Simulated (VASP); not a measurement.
# C (Im-3m) in VASP: notebook

The runs below take C through relaxation of cell and atoms, with PBE.

All numbers are computed with VASP 6.6.1; they aren't measurements. Logs are shortened: lines on timing, memory, paths and dates and some standing lists are left out, and cuts for length are marked.

## Step 1: The cell of the first run

Symmetry: Im-3m, No. 229, cubic system. The conventional cell has a = 2.157 Å, b = 2.157 Å, c = 2.157 Å, α = 90.00°, β = 90.00°, γ = 90.00°. C (site symmetry m-3m) has 14 C at 1.87 to 2.16 Å within 2.5 Å.

## Step 2: Relaxation of cell and atoms, PBE, target pressure 96 GPa, at which the enthalpy is minimised

INCAR reads:

```
  PREC = Accurate
  ENCUT = 600
  EDIFF = 1E-6
  ISMEAR = -1
  SIGMA = 0.1
  LREAL = False
  LASPH = True
  NELM = 80
  ALGO = Normal
  ISIF = 3
  LWAVE = False
  LCHARG = False
  GGA = PE
  IBRION = 2
  NSW = 32
  EDIFFG = -0.005
  PSTRESS = 960.0
```

KPOINTS reads:

```
Automatic mesh
0
Gamma
  25 25 25
```

POSCAR reads:

```
C
1.0
   -1.0783059510      1.0783059510      1.0783059510
    1.0783059510     -1.0783059510      1.0783059510
    1.0783059510      1.0783059510     -1.0783059510
C
1
Direct
    0.0000000000      0.0000000000      0.0000000000
```

Potentials or basis: VASP PAW PBE potentials, release 64 (C).

Run with:

```console
cat potpaw_PBE.64/C/POTCAR > POTCAR
mpirun -np 1 vasp_std > vasp.out
```

OUTCAR:

```text
PREC = Accurate
   ENCUT = 600
   EDIFF = 1E-6
   ISMEAR = -1
   LREAL = False
   LASPH = True
   NELM = 80
   ISIF = 3
   GGA = PE
   IBRION = 2
   NSW = 32
   EDIFFG = -0.005
   PSTRESS = 960.0

 ion  position               nearest neighbor table
   1  0.000  0.000  0.000-

  LATTYP: Found a body centered cubic cell.
 ALAT       =     2.1566119020

  Lattice vectors:

 A1 = (  -1.0783059510,   1.0783059510,   1.0783059510)
 A2 = (   1.0783059510,  -1.0783059510,   1.0783059510)
 A3 = (   1.0783059510,   1.0783059510,  -1.0783059510)

Analysis of symmetry for initial positions (statically):
=====================================================================
 Subroutine PRICEL returns:
 Original cell was already a primitive cell.

 Routine SETGRP: Setting up the symmetry group for a
 body centered cubic supercell.

 Subroutine GETGRP returns: Found 48 space group operations
 (whereof 48 operations were pure point group operations)
 out of a pool of 48 trial point group operations.

The static configuration has the point symmetry O_h .

Analysis of symmetry for dynamics (positions and initial velocities):
=====================================================================
 Subroutine PRICEL returns:
 Original cell was already a primitive cell.

 Routine SETGRP: Setting up the symmetry group for a
 body centered cubic supercell.

 Subroutine GETGRP returns: Found 48 space group operations
 (whereof 48 operations were pure point group operations)
 out of a pool of 48 trial point group operations.

The dynamic configuration has the point symmetry O_h .

 Subroutine INISYM returns: Found 48 space group operations
 (whereof 48 operations are pure point group operations),
 and found     1 'primitive' translations

----------------------------------------------------------------------------------------

                                     Primitive cell

  volume of cell :       5.0152

  direct lattice vectors                    reciprocal lattice vectors
    -1.078305951  1.078305951  1.078305951     0.000000000  0.463690291  0.463690291
     1.078305951 -1.078305951  1.078305951     0.463690291  0.000000000  0.463690291
     1.078305951  1.078305951 -1.078305951     0.463690291  0.463690291  0.000000000

  length of vectors
     1.867680693  1.867680693  1.867680693     0.655757098  0.655757098  0.655757098

  position of ions in fractional coordinates (direct lattice)
     0.000000000  0.000000000  0.000000000

  ion indices of the primitive-cell ions
   primitive index   ion index
                 1           1

----------------------------------------------------------------------------------------

 KPOINTS: Automatic mesh

Automatic generation of k-mesh.
 Grid dimensions read from file:
 generate k-points for:   25   25   25

 Generating k-lattice:

  Cartesian coordinates                     Fractional coordinates (reciprocal lattice)
     0.000000000  0.018547612  0.018547612     0.040000000  0.000000000  0.000000000
     0.018547612  0.000000000  0.018547612     0.000000000  0.040000000  0.000000000
     0.018547612  0.018547612  0.000000000     0.000000000  0.000000000  0.040000000

  Length of vectors
     0.026230284  0.026230284  0.026230284

  Shift w.r.t. Gamma in fractional coordinates (k-lattice)
     0.000000000  0.000000000  0.000000000

 Subroutine IBZKPT returns following result:
 ===========================================

 Found    455 irreducible k-points:

 Following reciprocal coordinates:
            Coordinates               Weight
  0.000000  0.000000  0.000000      1.000000
  0.040000  0.000000  0.000000     12.000000
  0.080000  0.000000  0.000000     12.000000
  0.120000  0.000000  0.000000     12.000000
  0.160000  0.000000  0.000000     12.000000
  0.200000  0.000000  0.000000     12.000000
[... 16 lines left out ...]
  0.400000  0.040000  0.000000     48.000000
  0.440000  0.040000  0.000000     48.000000
 [... further k-points ...]
   k-points           NKPTS =    455   k-points in BZ     NKDIM =    455   number of bands    NBANDS=      6
   number of dos      NEDOS =    301   number of ions     NIONS =      1
   total plane-waves  NPLWV =   4096
   dimension x,y,z NGX =    16 NGY =   16 NGZ =   16
   dimension x,y,z NGXF=    32 NGYF=   32 NGZF=   32
   ions per type =               1
   NGX,Y,Z   is equivalent  to a cutoff of  14.24, 14.24, 14.24 a.u.
   NGXF,Y,Z  is equivalent  to a cutoff of  28.48, 28.48, 28.48 a.u.
 SYSTEM =  unknown system
   PREC   = accura    normal or accurate (medium, high low for compatibility)
   ISTART =      0    job   : 0-new  1-cont  2-samecut
   ICHARG =      2    charge: 1-file 2-atom 10-const
   ISPIN  =      1    spin polarized calculation?
   LNONCOLLINEAR =      F non collinear calculations
   LSORBIT =      F    spin-orbit coupling
   LASPH  =      T    aspherical Exc in radial PAW
   ENCUT  =  600.0 eV  44.10 Ry    6.64 a.u.   3.73  3.73  3.73*2*pi/ulx,y,z
   NELM   =     80;   NELMIN=  2; NELMDL= -5     # of ELM steps
   EDIFF  = 0.1E-05   stopping-criterion for ELM
   LREAL  =      F    real-space projection
   EDIFFG = -.5E-02   stopping-criterion for IOM
   NSW    =     32    number of steps for IOM
   IBRION =      2    ionic relax: 0-MD 1-quasi-New 2-CG
   NFREE  =      1    steps in history (QN), initial steepest desc. (CG)
   ISIF   =      3    stress and relaxation
   ISYM   =      2    0-nonsym 1-usesym 2-fastsym
   POTIM  = 0.5000    time-step for ionic-motion
   TEBEG  =    0.0;   TEEND  =   0.0 temperature during run
   PSTRESS=  960.0 pullay stress
   NELECT =       4.0000    total number of electrons
   NUPDOWN=      -1.0000    fix difference up-down
   EMIN   =  10.00;   EMAX   =-10.00  energy-range for DOS
   EFERMI =   0.00;   METHOD = LEGACY
   ISMEAR =    -1;   SIGMA  =   0.10  broadening in eV -4-tet -1-fermi 0-gaus
   EFERMI_NEDOS =   21; number of points for ismear=-14 and -15
   IALGO  =     38    algorithm
   IMIX   =      4    mixing-type and parameters
     AMIX     =   0.40;   BMIX     =  1.00
     AMIX_MAG =   1.60;   BMIX_MAG =  1.00
  volume/ion in A,a.u.               =       5.02        33.84
  Fermi-wavevector in a.u.,A,eV,Ry     =   1.518213  2.869007 31.361048  2.304972
  Thomas-Fermi vector in A             =   2.627364
   LORBIT       =      0    0 simple, 1 ext, 2 COOP (PROOUT), +10 PAW based schemes
   GGA     = PE    functional components
   LHFCALC =     F    Hartree Fock is set to
   AEXX    =    0.0000 exact exchange contribution
   IVDW    =     0    specifies the selected vdW correction
   LEPSILON=     F    determine dielectric tensor
   LRPA    =     F    only Hartree local field effects (RPA)
 conjugate gradient relaxation of ions
 non-spin polarized calculation
  energy-cutoff  :      600.00
  volume of cell :        5.02
 maximum number of plane-waves:       177
   NGX =  7   NGY =  7   NGZ =  7

 number of electron       4.0000000 magnetization

 Free energy of the ion-electron system (eV)
  ---------------------------------------------------
  ext. energy  EPLUGINS =         0.00000000
  ---------------------------------------------------
  free energy    TOTEN  =        -4.48456687 eV

  energy without entropy =       -4.47441619  energy(sigma->0) =       -4.47949153

 E-fermi :  13.0100     XC(G=0): -14.5633

 val. band max:       12.9608565370   @ k =  -0.2400   0.4400   0.0400
 cond. band min:      13.0100484361   @ k =  -0.3200   0.4800   0.0800
 fundamental gap:      0.0491918991
 Fermi energy:        13.0100033519

 k-point     1 :       0.0000    0.0000    0.0000
  band No.  band energies     occupation
      1     -10.9885      2.00000
      2      25.0344      0.00000
      3      25.0344      0.00000
      4      25.0344      0.00000
      5      51.1460      0.00000
      6      51.1460      0.00000

 k-point     2 :       0.0400    0.0000    0.0000
  band No.  band energies     occupation
      1     -10.9027      2.00000
      2      24.8119      0.00000
      3      24.8857      0.00000
      4      25.0024      0.00000
      5      50.4168      0.00000
      6      50.4700      0.00000

 k-point     3 :       0.0800    0.0000    0.0000
  band No.  band energies     occupation
      1     -10.6455      2.00000
      2      24.1434      0.00000
      3      24.4654      0.00000
      4      24.9079      0.00000
      5      48.4113      0.00000
      6      48.8569      0.00000

 k-point     4 :       0.1200    0.0000    0.0000
  band No.  band energies     occupation
      1     -10.2172      2.00000
      2      23.0321      0.00000
      3      23.8385      0.00000
      4      24.7549      0.00000
      5      46.0618      0.00000
      6      47.1209      0.00000

 k-point     5 :       0.1600    0.0000    0.0000
  band No.  band energies     occupation
      1      -9.6185      2.00000
      2      21.5033      0.00000
      3      23.0845      0.00000
      4      24.5508      0.00000
      5      44.0350      0.00000
      6      45.4417      0.00000

 k-point     6 :       0.2000    0.0000    0.0000
  band No.  band energies     occupation
      1      -8.8501      2.00000
      2      19.6167      0.00000
      3      22.2781      0.00000
      4      24.3071      0.00000
      5      42.4453      0.00000
      6      43.8991      0.00000

 k-point     7 :       0.2400    0.0000    0.0000
  band No.  band energies     occupation
      1      -7.9131      2.00000
      2      17.4622      0.00000
      3      21.4796      0.00000
      4      24.0387      0.00000
      5      41.2685      0.00000
      6      42.5254      0.00000

 k-point     8 :       0.2800    0.0000    0.0000
  band No.  band energies     occupation
      1      -6.8099      2.00000
      2      15.1398      0.00000
      3      20.7344      0.00000
      4      23.7630      0.00000
      5      40.4350      0.00000
      6      41.3356      0.00000
[... 91 lines left out ...]
 k-point    19 :       0.2400    0.0400    0.0000
  band No.  band energies     occupation
      1      -7.3182      2.00000
      2      16.3474      0.00000
      3      20.9252      0.00000
      4      23.7111      0.00000
      5      40.8678      0.00000
      6      42.0059      0.00000

 k-point    20 :       0.2800    0.0400   -0.0000
  band No.  band energies     occupation
      1      -6.1333      2.00000
      2      13.9882      0.00011
      3      20.2072      0.00000
      4      23.4217      0.00000
      5      40.2100      0.00000
      6      40.9857      0.00000

 k-point    21 :       0.3200    0.0400   -0.0000
  band No.  band energies     occupation
      1      -4.7887      2.00000
      2      11.5879      2.00000
      3      19.5935      0.00000
      4      23.1540      0.00000
      5      39.7698      0.00000
      6      40.1502      0.00000

 k-point    22 :       0.3600    0.0400    0.0000
  band No.  band energies     occupation
      1      -3.2939      2.00000
      2       9.2180      2.00000
      3      19.1012      0.00000
      4      22.9258      0.00000
      5      39.4116      0.00000
      6      39.5781      0.00000

 k-point    23 :       0.4000    0.0400    0.0000
  band No.  band energies     occupation
      1      -1.6717      2.00000
      2       6.9443      2.00000
      3      18.7420      0.00000
      4      22.7519      0.00000
      5      38.9801      0.00000
      6      39.3792      0.00000

 k-point    24 :       0.4400    0.0400    0.0000
  band No.  band energies     occupation
      1      -0.0084      2.00000
      2       4.8805      2.00000
      3      18.5236      0.00000
      4      22.6431      0.00000
      5      38.7003      0.00000
      6      39.2947      0.00000

 [... further k-points ...]

------------------------ aborting loop because EDIFF is reached ----------------------------------------

  FORCE on cell =-STRESS in cart. coord.  units (eV):
  Direction    XX          YY          ZZ          XY          YZ          ZX
  --------------------------------------------------------------------------------------
  -------------------------------------------------------------------------------------
  Total        3.0065687      3.0065687      3.0065687      0.0000000      0.0000000      0.0000000
  in kB      960.4963517    960.4963517    960.4963517      0.0000000      0.0000000      0.0000000
  external PRESSURE =       0.4963517 kB  Pullay stress =     960.0000000 kB

 VOLUME and BASIS-vectors are now :
 -----------------------------------------------------------------------------
  energy-cutoff  :      600.00
  volume of cell :        5.02
      direct lattice vectors                 reciprocal lattice vectors
    -1.078305951  1.078305951  1.078305951     0.000000000  0.463690291  0.463690291
     1.078305951 -1.078305951  1.078305951     0.463690291  0.000000000  0.463690291
     1.078305951  1.078305951 -1.078305951     0.463690291  0.463690291  0.000000000

 POSITION                                       TOTAL-FORCE (eV/Angst)
 -----------------------------------------------------------------------------------
      0.00000      0.00000      0.00000         0.000000      0.000000      0.000000
 -----------------------------------------------------------------------------------
    total drift:                                0.000000     -0.000000     -0.000000

  FREE ENERGIE OF THE ION-ELECTRON SYSTEM (eV)
  ---------------------------------------------------
  free  energy   TOTEN  =        -4.4845668677 eV

  energy  without entropy=       -4.4744161861  energy(sigma->0) =       -4.47949153

  enthalpy is  TOTEN    =        -1.4795518412 eV   P V=        3.0050150265

 reached required accuracy - stopping structural energy minimisation
```

Run time: 8.3 s. Hardware: 1 thread of Intel Xeon 8259CL, shared host; peak memory 0.12 GiB.

Results:

* Free energy: -4.4846 eV
* Pressure after relaxing: 96.0 GPa
* Band gap on the k mesh: zero (bands 2 and 3 overlap by 17.16 eV)

Final structure:
```
CELL_PARAMETERS angstrom
-1.07831 1.07831 1.07831
1.07831 -1.07831 1.07831
1.07831 1.07831 -1.07831
ATOMIC_POSITIONS crystal
C 0.00000 0.00000 0.00000
```

Caveat: the relaxation stopped at its first step, so nothing moved; the cell is relaxed towards a set pressure, so the run minimises the enthalpy, not the energy.

## Step 3: Relaxation of cell and atoms, PBE, target pressure 96 GPa, at which the enthalpy is minimised

This run uses another cell than the first one, of 5.20 Å³/atom.

INCAR reads:

```
SYSTEM = C
  ALGO = Normal
  EDIFF = 1E-7
  EDIFFG = -0.005
  ENCUT = 600
  GGA = PE
  IBRION = 2
  ISIF = 3
  ISMEAR = -1
  LASPH = .True.
  LCHARG = .False.
  LREAL = .False.
  LWAVE = .False.
  NELM = 60
  NSW = 60
  PREC = Accurate
  PSTRESS = 960.0
  SIGMA = 0.1
```

KPOINTS reads:

```
k-points
0
Gamma
  25 25 25
  0 0 0
```

POSCAR reads:

```
C
1.0
   -1.0914773979      1.0914773979      1.0914773979
    1.0914773979     -1.0914773979      1.0914773979
    1.0914773979      1.0914773979     -1.0914773979
C
1
Direct
    0.0000000000      0.0000000000      0.0000000000
```

Potentials or basis: VASP PAW PBE potentials, release 64 (C).

Run with:

```console
cat potpaw_PBE.64/C/POTCAR > POTCAR
mpirun -np 1 vasp_std > vasp.out
```

Run time: 25 s. Hardware: 1 thread of Intel Xeon 8259CL, shared host; peak memory 0.12 GiB.

Results (log left out):

| Quantity | Value |
| --- | --- |
| Free energy | -4.4841 eV |
| Relaxed volume | 5.01 Å³/atom |
| Relaxed cell | a = 1.867 Å, b = 1.867 Å, c = 1.867 Å, α = 109.47°, β = 109.47°, γ = 109.47° |
| Space group after relaxing (to 0.1 Å) | Im-3m (No. 229) |
| Energy change on relaxing (the run minimises the enthalpy) | +101.9 meV/atom |
| Ionic steps | 4 |
| Pressure after relaxing | 96.2 GPa |
| Band gap on the k mesh | zero (bands 2 and 3 overlap by 17.16 eV) |

Step by step:
```
step  energy change (eV)  largest force (eV/Å)  pressure (GPa)  volume (Å³)
   1              0.0000                0.0000           78.05         5.20
   2              0.2647                0.0000          123.68         4.77
   3              0.0997                0.0000           95.78         5.02
   4              0.1019                0.0000           96.16         5.01
```

Final structure:
```cif
data_structure
_symmetry_space_group_name_H-M 'P 1'
_symmetry_Int_Tables_number 1
_cell_length_a 1.8674
_cell_length_b 1.8674
_cell_length_c 1.8674
_cell_angle_alpha 109.471
_cell_angle_beta 109.471
_cell_angle_gamma 109.471
_cell_volume 5.01
loop_
_atom_site_label
_atom_site_type_symbol
_atom_site_fract_x
_atom_site_fract_y
_atom_site_fract_z
_atom_site_occupancy
C1 C 0.00000 0.00000 0.00000 1
```

Levels at points of the mesh, in eV from the Fermi level:
```
           k point  band 1  band 2  band 3  band 4  band 5  band 6
(0.00, 0.00, 0.00)  -24.00   12.03   12.03   12.03   38.14   38.14
```

Caveat: the cell is relaxed towards a set pressure, so the run minimises the enthalpy, not the energy.
